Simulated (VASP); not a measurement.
# NbAs (I4_1md) in VASP: further runs, part 2 of 2

VASP 6.6.1.

## Step 4: Single point, PBEsol (uniaxial strain along c: +2.0 %, then relaxed in part)

INCAR

```
  PREC = Accurate
  ENCUT = 520
  EDIFF = 1E-6
  ISMEAR = 0
  SIGMA = 0.1
  LREAL = F
  LASPH = T
  NELM = 80
  ALGO = Normal
  ISIF = 2
  LWAVE = F
  LCHARG = F
  GGA = PS
  NBANDS = 46
```

KPOINTS

```
Automatic mesh
0
Gamma
  10 10 4
```

POSCAR

```
NbAs
1.0
    3.4205590266      0.0000000000      0.0000000000
    0.0000000000      3.4205590266      0.0000000000
    0.0000000000      0.0000000000     11.8249432902
Nb As
4 4
Direct
    0.5000000000      0.5000000000      0.9994411828
    0.5000000000      0.0000000000      0.2494411828
    0.0000000000      0.0000000000      0.4994411828
    0.0000000000      0.5000000000      0.7494411828
    0.0000000000      0.0000000000      0.9165588172
    0.0000000000      0.5000000000      0.1665588172
    0.5000000000      0.5000000000      0.4165588172
    0.5000000000      0.0000000000      0.6665588172
```

Potentials or basis: VASP PAW PBE potentials, release 64 (Nb_sv, As).

The run is started by

```
$ cat potpaw_PBE.64/Nb_sv/POTCAR potpaw_PBE.64/As/POTCAR > POTCAR
$ mpirun -np 1 vasp_std > vasp.out
```

OUTCAR:

```text
PREC = Accurate
   ENCUT = 520
   EDIFF = 1E-6
   ISMEAR = 0
   LREAL = F
   LASPH = T
   NELM = 80
   ISIF = 2
   GGA = PS

 ion  position               nearest neighbor table
   1  0.500  0.500  0.999-   5 2.61   5 2.61   5 2.61   5 2.61   6 2.61   6 2.61
   2  0.500  0.000  0.249-   6 2.61   6 2.61   6 2.61   6 2.61   7 2.61   7 2.61
   3  0.000  0.000  0.499-   7 2.61   7 2.61   7 2.61   7 2.61   8 2.61   8 2.61
   4  0.000  0.500  0.749-   8 2.61   8 2.61   8 2.61   8 2.61   5 2.61   5 2.61
   5  0.000  0.000  0.917-   1 2.61   1 2.61   1 2.61   1 2.61   4 2.61   4 2.61
   6  0.000  0.500  0.167-   2 2.61   2 2.61   2 2.61   2 2.61   1 2.61   1 2.61
   7  0.500  0.500  0.417-   3 2.61   3 2.61   3 2.61   3 2.61   2 2.61   2 2.61
   8  0.500  0.000  0.667-   4 2.61   4 2.61   4 2.61   4 2.61   3 2.61   3 2.61

  LATTYP: Found a simple tetragonal cell.
 ALAT       =     3.4205590266
 C/A-ratio  =     3.4570206794

  Lattice vectors:

 A1 = (   3.4205590266,   0.0000000000,   0.0000000000)
 A2 = (   0.0000000000,   3.4205590266,   0.0000000000)
 A3 = (   0.0000000000,   0.0000000000,  11.8249432902)

Analysis of symmetry for initial positions (statically):
=====================================================================
 Subroutine PRICEL returns following result:

  LATTYP: Found a body centered tetragonal cell.
 ALAT       =     3.4205590266
 C/A-ratio  =     3.4570206794

  Lattice vectors:

 A1 = (  -1.7102795133,   1.7102795133,   5.9124716451)
 A2 = (   1.7102795133,  -1.7102795133,   5.9124716451)
 A3 = (   1.7102795133,   1.7102795133,  -5.9124716451)

   2 primitive cells build up your supercell.

 Routine SETGRP: Setting up the symmetry group for a
 simple tetragonal supercell.

 Subroutine GETGRP returns: Found  8 space group operations
 (whereof  4 operations were pure point group operations)
 out of a pool of 16 trial point group operations.

[... 153 lines left out ...]
  Fermi-wavevector in a.u.,A,eV,Ry     =   1.316804  2.488399 23.592144  1.733974
  Thomas-Fermi vector in A             =   2.446890
   LORBIT       =      0    0 simple, 1 ext, 2 COOP (PROOUT), +10 PAW based schemes
   GGA     = PS    functional components
   LHFCALC =     F    Hartree Fock is set to
   AEXX    =    0.0000 exact exchange contribution
   IVDW    =     0    specifies the selected vdW correction
   LEPSILON=     F    determine dielectric tensor
   LRPA    =     F    only Hartree local field effects (RPA)
 non-spin polarized calculation
 Gauss-broadening in eV      SIGMA  =   0.10
  energy-cutoff  :      520.00
  volume of cell :      138.35
 maximum number of plane-waves:      3768
 NGX is ok and might be reduce to    28
   NGX = 13   NGY = 13   NGZ = 43

 number of electron      71.9999998 magnetization

 Free energy of the ion-electron system (eV)
  ---------------------------------------------------
  ext. energy  EPLUGINS =         0.00000000
  ---------------------------------------------------
  free energy    TOTEN  =       -70.21485913 eV

  energy without entropy =      -70.20796135  energy(sigma->0) =      -70.21141024

 E-fermi :   9.5697     XC(G=0): -11.9884

 val. band max:        9.4895416063   @ k =   0.3000   0.0000   0.2500
 cond. band min:       9.5716204237   @ k =   0.5000   0.0000   0.0000
 fundamental gap:      0.0820788174
 Fermi energy:         9.5697152081

 k-point     1 :       0.0000    0.0000    0.0000
  band No.  band energies     occupation
      1     -45.4357      2.00000
      2     -45.4225      2.00000
      3     -45.4225      2.00000
      4     -45.4092      2.00000
      5     -21.6904      2.00000
      6     -21.5650      2.00000
[... 1165 lines left out ...]
     45      12.4861      0.00000
     46      12.7996      0.00000

 [... further k-points ...]

------------------------ aborting loop because EDIFF is reached ----------------------------------------

  FORCE on cell =-STRESS in cart. coord.  units (eV):
  Direction    XX          YY          ZZ          XY          YZ          ZX
  --------------------------------------------------------------------------------------
  -------------------------------------------------------------------------------------
  Total        0.1660832      0.1660832     -2.5571038      0.0000000      0.0000000      0.0000000
  in kB        1.9232818      1.9232818    -29.6118603      0.0000000      0.0000000      0.0000000
  external PRESSURE =      -8.5884322 kB  Pullay stress =       0.0000000 kB

 VOLUME and BASIS-vectors are now :
 -----------------------------------------------------------------------------
  energy-cutoff  :      520.00
  volume of cell :      138.35
      direct lattice vectors                 reciprocal lattice vectors
     3.420559027  0.000000000  0.000000000     0.292349874  0.000000000  0.000000000
     0.000000000  3.420559027  0.000000000     0.000000000  0.292349874  0.000000000
     0.000000000  0.000000000 11.824943290     0.000000000  0.000000000  0.084567002

 POSITION                                       TOTAL-FORCE (eV/Angst)
 -----------------------------------------------------------------------------------
      1.71028      1.71028     11.81834        -0.000000      0.000000     -0.000257
      1.71028      0.00000      2.94963         0.000000      0.000000     -0.000257
      0.00000      0.00000      5.90586        -0.000000     -0.000000     -0.000257
      0.00000      1.71028      8.86210        -0.000000      0.000000     -0.000257
      0.00000      0.00000     10.83826        -0.000000      0.000000      0.000257
      0.00000      1.71028      1.96955        -0.000000      0.000000      0.000257
      1.71028      1.71028      4.92578        -0.000000      0.000000      0.000257
      1.71028      0.00000      7.88202        -0.000000      0.000000      0.000257
 -----------------------------------------------------------------------------------
    total drift:                                0.000000      0.000000      0.001976

  FREE ENERGIE OF THE ION-ELECTRON SYSTEM (eV)
  ---------------------------------------------------
  free  energy   TOTEN  =       -70.2148591253 eV

  energy  without entropy=      -70.2079613470  energy(sigma->0) =      -70.21141024
```

Wall time 14 min (1 thread of Intel Xeon 8259CL, shared host); peak memory 0.46 GiB.

Results:

```
Free energy            : -70.2149 eV
Pressure               : -0.9 GPa
Band gap on the k mesh : zero (bands 36 and 37 overlap by 0.10 eV)
```

Stress tensor (GPa, compression positive):
```
 0.19  0.00  0.00
 0.00  0.19  0.00
 0.00  0.00 -2.96
```

Caveat: the cell differs from its parent crystal (uniaxial strain along c: +2.0 %, then relaxed in part); the PAW data sets were made with another functional, which shifts forces and pressure a little.

## Step 5: Summary

```tsv
cell	gap on the mesh (eV)	pressure (GPa)
a = 3.457, b = 3.457, c = 11.361 Å, 8 atoms, atomic positions A	none	1.7
a = 3.439, b = 3.439, c = 11.593 Å, 8 atoms, atomic positions A	none	0.2
a = 3.421, b = 3.421, c = 11.825 Å, 8 atoms, atomic positions B	none	-0.9
```

Alike in all rows: task single point; level PBEsol; potentials or basis VASP PAW PBE potentials, release 64 (Nb_sv, As); no spin polarisation; k mesh 10 × 10 × 4; cutoff (eV) 520; smearing gaussian 0.1 eV.

Caveats: the PAW data sets were made with another functional, which shifts forces and pressure a little.

Total energies depend on the potentials used, so only differences within one code and one set of settings carry meaning.

The gap in the log of VASP goes by the Fermi energy; the results here count the filled bands.